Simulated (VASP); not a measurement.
# BaS (Pm-3m) in VASP: single point with PBE

Aim: the single point of BaS with PBE.

Everything below comes from runs of VASP 6.6.1. Logs are shortened: lines on timing, memory, paths and dates and some standing lists are left out, and cuts for length are marked.

**1. The cell of the first run**

The structure is cubic, space group Pm-3m (No. 221). The conventional cell has a = 3.841 Å, b = 3.841 Å, c = 3.841 Å, α = 90.00°, β = 90.00°, γ = 90.00°. Within 4.4 Å of Ba (site symmetry m-3m) lie 8 S at 3.33 Å and 6 Ba at 3.84 Å. Within 4.4 Å of S (site symmetry m-3m) lie 8 Ba at 3.33 Å and 6 S at 3.84 Å.

**2. Single point, PBE**

Input file INCAR:

```
PREC = Accurate
ENCUT = 520
EDIFF = 1E-6
ISMEAR = 0
SIGMA = 0.05
LREAL = False
LASPH = True
NELM = 80
ALGO = Normal
ISIF = 2
LWAVE = False
LCHARG = False
GGA = PE
NBANDS = 42
```

Input file KPOINTS:

```
regular mesh
0
Gamma
  4 4 7
```

Input file POSCAR:

```
BaS
1.0
    7.6822994430      0.0000000000      0.0000000000
    0.0000000000      7.6822994430      0.0000000000
    0.0000000000      0.0000000000      3.8411497215
Ba S
4 4
Direct
    0.0000000000      0.0000000000      0.0000000000
    0.0000000000      0.5000000000      0.0000000000
    0.5000000000      0.0000000000      0.0000000000
    0.5000000000      0.5000000000      0.0000000000
    0.2500000000      0.2500000000      0.5000000000
    0.2500000000      0.7500000000      0.5000000000
    0.7500000000      0.2500000000      0.5000000000
    0.7500000000      0.7500000000      0.5000000000
```

Potentials or basis: VASP PAW PBE potentials, release 64 (Ba_sv, S).

On the command line:

```sh
cat potpaw_PBE.64/Ba_sv/POTCAR potpaw_PBE.64/S/POTCAR > POTCAR
mpirun -np 1 vasp_std > vasp.out
```

OUTCAR:

```text
PREC = Accurate
   ENCUT = 520
   EDIFF = 1E-6
   ISMEAR = 0
   LREAL = False
   LASPH = True
   NELM = 80
   ISIF = 2
   GGA = PE

 ion  position               nearest neighbor table
   1  0.000  0.000  0.000-   5 3.33   6 3.33   7 3.33   8 3.33   5 3.33   6 3.33   7 3.33   8 3.33
                             2 3.84   3 3.84   2 3.84   3 3.84
   2  0.000  0.500  0.000-   5 3.33   6 3.33   7 3.33   8 3.33   5 3.33   6 3.33   7 3.33   8 3.33
                             1 3.84   4 3.84   1 3.84   4 3.84
   3  0.500  0.000  0.000-   5 3.33   6 3.33   7 3.33   8 3.33   5 3.33   6 3.33   7 3.33   8 3.33
                             1 3.84   4 3.84   4 3.84   1 3.84
   4  0.500  0.500  0.000-   5 3.33   6 3.33   7 3.33   8 3.33   5 3.33   6 3.33   7 3.33   8 3.33
                             2 3.84   3 3.84   3 3.84   2 3.84
   5  0.250  0.250  0.500-   1 3.33   2 3.33   3 3.33   4 3.33   1 3.33   2 3.33   3 3.33   4 3.33

   6  0.250  0.750  0.500-   1 3.33   2 3.33   3 3.33   4 3.33   1 3.33   2 3.33   3 3.33   4 3.33

   7  0.750  0.250  0.500-   1 3.33   2 3.33   3 3.33   4 3.33   1 3.33   2 3.33   3 3.33   4 3.33

   8  0.750  0.750  0.500-   1 3.33   2 3.33   3 3.33   4 3.33   1 3.33   2 3.33   3 3.33   4 3.33

  LATTYP: Found a simple tetragonal cell.
 ALAT       =     7.6822994430
 C/A-ratio  =     0.5000000000

  Lattice vectors:

 A1 = (   7.6822994430,   0.0000000000,   0.0000000000)
 A2 = (   0.0000000000,   7.6822994430,   0.0000000000)
 A3 = (   0.0000000000,   0.0000000000,   3.8411497215)

Analysis of symmetry for initial positions (statically):
=====================================================================
 Subroutine PRICEL returns following result:

  LATTYP: Found a simple cubic cell.
 ALAT       =     3.8411497215

  Lattice vectors:

 A1 = (   3.8411497215,   0.0000000000,   0.0000000000)
 A2 = (   0.0000000000,   3.8411497215,   0.0000000000)
 A3 = (   0.0000000000,   0.0000000000,   3.8411497215)

   4 primitive cells build up your supercell.

 Routine SETGRP: Setting up the symmetry group for a
 simple tetragonal supercell.

 Subroutine GETGRP returns: Found 16 space group operations
 (whereof 16 operations were pure point group operations)
 out of a pool of 16 trial point group operations.

The static configuration has the point symmetry D_4h.

Analysis of symmetry for dynamics (positions and initial velocities):
=====================================================================
 Subroutine PRICEL returns following result:

  LATTYP: Found a simple cubic cell.
 ALAT       =     3.8411497215

  Lattice vectors:

 A1 = (   3.8411497215,   0.0000000000,   0.0000000000)
 A2 = (   0.0000000000,   3.8411497215,   0.0000000000)
 A3 = (   0.0000000000,   0.0000000000,   3.8411497215)

   4 primitive cells build up your supercell.

 Routine SETGRP: Setting up the symmetry group for a
 simple tetragonal supercell.

 Subroutine GETGRP returns: Found 16 space group operations
 (whereof 16 operations were pure point group operations)
 out of a pool of 16 trial point group operations.

The dynamic configuration has the point symmetry D_4h.

 Subroutine INISYM returns: Found 16 space group operations
 (whereof 16 operations are pure point group operations),
 and found     4 'primitive' translations

----------------------------------------------------------------------------------------

                                     Primitive cell

  volume of cell :      56.6740

  direct lattice vectors                    reciprocal lattice vectors
     3.841149721  0.000000000  0.000000000     0.260338720  0.000000000  0.000000000
     0.000000000  3.841149721  0.000000000     0.000000000  0.260338720  0.000000000
     0.000000000  0.000000000  3.841149721     0.000000000  0.000000000  0.260338720

  length of vectors
     3.841149721  3.841149721  3.841149721     0.260338720  0.260338720  0.260338720

  position of ions in fractional coordinates (direct lattice)
     0.000000000  0.000000000  0.000000000
     0.500000000  0.500000000  0.500000000

  ion indices of the primitive-cell ions
   primitive index   ion index
                 1           1
                 2           5

----------------------------------------------------------------------------------------

 KPOINTS: regular mesh

Automatic generation of k-mesh.
 Grid dimensions read from file:
 generate k-points for:    4    4    7

 Generating k-lattice:

  Cartesian coordinates                     Fractional coordinates (reciprocal lattice)
     0.032542340  0.000000000  0.000000000     0.250000000  0.000000000  0.000000000
     0.000000000  0.032542340  0.000000000     0.000000000  0.250000000  0.000000000
     0.000000000  0.000000000  0.037191246     0.000000000  0.000000000  0.142857143

  Length of vectors
     0.032542340  0.032542340  0.037191246

  Shift w.r.t. Gamma in fractional coordinates (k-lattice)
     0.000000000  0.000000000  0.000000000

 Subroutine IBZKPT returns following result:
 ===========================================

 Found     24 irreducible k-points:

 Following reciprocal coordinates:
            Coordinates               Weight
  0.000000  0.000000  0.000000      1.000000
  0.250000  0.000000  0.000000      4.000000
  0.500000  0.000000  0.000000      2.000000
  0.250000  0.250000  0.000000      4.000000
  0.500000  0.250000  0.000000      4.000000
  0.500000  0.500000  0.000000      1.000000
[... 16 lines left out ...]
  0.500000  0.250000  0.428571      8.000000
  0.500000  0.500000  0.428571      2.000000
   k-points           NKPTS =     24   k-points in BZ     NKDIM =     24   number of bands    NBANDS=     42
   number of dos      NEDOS =    301   number of ions     NIONS =      8
   total plane-waves  NPLWV = 108000
   dimension x,y,z NGX =    60 NGY =   60 NGZ =   30
   dimension x,y,z NGXF=   120 NGYF=  120 NGZF=   60
   ions per type =               4   4
   NGX,Y,Z   is equivalent  to a cutoff of  12.98, 12.98, 12.98 a.u.
   NGXF,Y,Z  is equivalent  to a cutoff of  25.97, 25.97, 25.97 a.u.
 SYSTEM =  unknown system
   PREC   = accura    normal or accurate (medium, high low for compatibility)
   ISTART =      0    job   : 0-new  1-cont  2-samecut
   ICHARG =      2    charge: 1-file 2-atom 10-const
   ISPIN  =      1    spin polarized calculation?
   LNONCOLLINEAR =      F non collinear calculations
   LSORBIT =      F    spin-orbit coupling
   LASPH  =      T    aspherical Exc in radial PAW
   ENCUT  =  520.0 eV  38.22 Ry    6.18 a.u.  14.28 14.28  7.14*2*pi/ulx,y,z
   NELM   =     80;   NELMIN=  2; NELMDL= -5     # of ELM steps
   EDIFF  = 0.1E-05   stopping-criterion for ELM
   LREAL  =      F    real-space projection
   EDIFFG = 0.1E-04   stopping-criterion for IOM
   NSW    =      0    number of steps for IOM
   IBRION =     -1    ionic relax: 0-MD 1-quasi-New 2-CG
   NFREE  =      0    steps in history (QN), initial steepest desc. (CG)
   ISIF   =      2    stress and relaxation
   ISYM   =      2    0-nonsym 1-usesym 2-fastsym
   POTIM  = 0.5000    time-step for ionic-motion
   TEBEG  =    0.0;   TEEND  =   0.0 temperature during run
   PSTRESS=    0.0 pullay stress
   NELECT =      64.0000    total number of electrons
   NUPDOWN=      -1.0000    fix difference up-down
   EMIN   =  10.00;   EMAX   =-10.00  energy-range for DOS
   EFERMI =   0.00;   METHOD = LEGACY
   ISMEAR =     0;   SIGMA  =   0.05  broadening in eV -4-tet -1-fermi 0-gaus
   EFERMI_NEDOS =   21; number of points for ismear=-14 and -15
   IALGO  =     38    algorithm
   IMIX   =      4    mixing-type and parameters
     AMIX     =   0.40;   BMIX     =  1.00
     AMIX_MAG =   1.60;   BMIX_MAG =  1.00
  volume/ion in A,a.u.               =      28.34       191.23
  Fermi-wavevector in a.u.,A,eV,Ry     =   1.073957  2.029485 15.692739  1.153384
  Thomas-Fermi vector in A             =   2.209771
   LORBIT       =      0    0 simple, 1 ext, 2 COOP (PROOUT), +10 PAW based schemes
   GGA     = PE    functional components
   LHFCALC =     F    Hartree Fock is set to
   AEXX    =    0.0000 exact exchange contribution
   IVDW    =     0    specifies the selected vdW correction
   LEPSILON=     F    determine dielectric tensor
   LRPA    =     F    only Hartree local field effects (RPA)
 non-spin polarized calculation
 Gauss-broadening in eV      SIGMA  =   0.05
  energy-cutoff  :      520.00
  volume of cell :      226.70
 maximum number of plane-waves:      6126
 NGX is ok and might be reduce to    60
   NGX = 29   NGY = 29   NGZ = 15

 number of electron      63.9999988 magnetization

 Free energy of the ion-electron system (eV)
  ---------------------------------------------------
  ext. energy  EPLUGINS =         0.00000000
  ---------------------------------------------------
  free energy    TOTEN  =       -39.00368301 eV

  energy without entropy =      -39.00368301  energy(sigma->0) =      -39.00368301

 E-fermi :   3.2852     XC(G=0):  -9.3798

 val. band max:        2.9951094090   @ k =   0.0000   0.0000   0.0000
 cond. band min:       4.4420068943   @ k =   0.0000   0.0000   0.0000
 fundamental gap:      1.4468974854
 Fermi energy:         3.2851564010

 k-point     1 :       0.0000    0.0000    0.0000
  band No.  band energies     occupation
      1     -24.1619      2.00000
      2     -24.0729      2.00000
      3     -24.0729      2.00000
      4     -23.9908      2.00000
      5     -10.3891      2.00000
      6     -10.3891      2.00000
[... 34 lines left out ...]
     41       7.3218      0.00000
     42       9.0444      0.00000

 k-point     2 :       0.2500    0.0000    0.0000
  band No.  band energies     occupation
      1     -24.1490      2.00000
      2     -24.0861      2.00000
      3     -24.0610      2.00000
      4     -24.0030      2.00000
      5     -10.3175      2.00000
      6     -10.2419      2.00000
[... 979 lines left out ...]
     41       7.7835      0.00000
     42       7.7837      0.00000

 k-point    24 :       0.5000    0.5000    0.4286
  band No.  band energies     occupation
      1     -23.9966      2.00000
      2     -23.9966      2.00000
      3     -23.9966      2.00000
      4     -23.9966      2.00000
      5      -9.8854      2.00000
      6      -9.8854      2.00000
[... 34 lines left out ...]
     41       7.4211      0.00000
     42       7.4211      0.00000

------------------------ aborting loop because EDIFF is reached ----------------------------------------

  FORCE on cell =-STRESS in cart. coord.  units (eV):
  Direction    XX          YY          ZZ          XY          YZ          ZX
  --------------------------------------------------------------------------------------
  -------------------------------------------------------------------------------------
  Total        1.2848052      1.2848052      1.2921345      0.0000000      0.0000000      0.0000000
  in kB        9.0803833      9.0803833      9.1321830      0.0000000      0.0000000      0.0000000
  external PRESSURE =       9.0976498 kB  Pullay stress =       0.0000000 kB

 VOLUME and BASIS-vectors are now :
 -----------------------------------------------------------------------------
  energy-cutoff  :      520.00
  volume of cell :      226.70
      direct lattice vectors                 reciprocal lattice vectors
     7.682299443  0.000000000  0.000000000     0.130169360  0.000000000  0.000000000
     0.000000000  7.682299443  0.000000000     0.000000000  0.130169360  0.000000000
     0.000000000  0.000000000  3.841149721     0.000000000  0.000000000  0.260338720

 POSITION                                       TOTAL-FORCE (eV/Angst)
 -----------------------------------------------------------------------------------
      0.00000      0.00000      0.00000         0.000000     -0.000000      0.000000
      0.00000      3.84115      0.00000         0.000000     -0.000000     -0.000000
      3.84115      0.00000      0.00000         0.000000      0.000000      0.000000
      3.84115      3.84115      0.00000         0.000000     -0.000000     -0.000000
      1.92057      1.92057      1.92057        -0.000000      0.000000      0.000000
      1.92057      5.76172      1.92057        -0.000000     -0.000000      0.000000
      5.76172      1.92057      1.92057         0.000000     -0.000000     -0.000000
      5.76172      5.76172      1.92057         0.000000     -0.000000     -0.000000
 -----------------------------------------------------------------------------------
    total drift:                                0.000000     -0.000000     -0.000000

  FREE ENERGIE OF THE ION-ELECTRON SYSTEM (eV)
  ---------------------------------------------------
  free  energy   TOTEN  =       -39.0036830071 eV

  energy  without entropy=      -39.0036830071  energy(sigma->0) =      -39.00368301
```

Run time: 4.1 min. Hardware: 1 thread of Intel Xeon Platinum 8175M at 2.50GHz (Skylake/Cascade Lake), shared host; peak memory 0.42 GiB.

What came out:

* Free energy: -39.0037 eV
* Pressure: 0.9 GPa
* Band gap on the k mesh: 1.45 eV

Caveat: spin-orbit coupling is left out, which moves the levels of the heavy elements; an odd mesh through Γ misses points on the zone boundary, where band edges can lie.
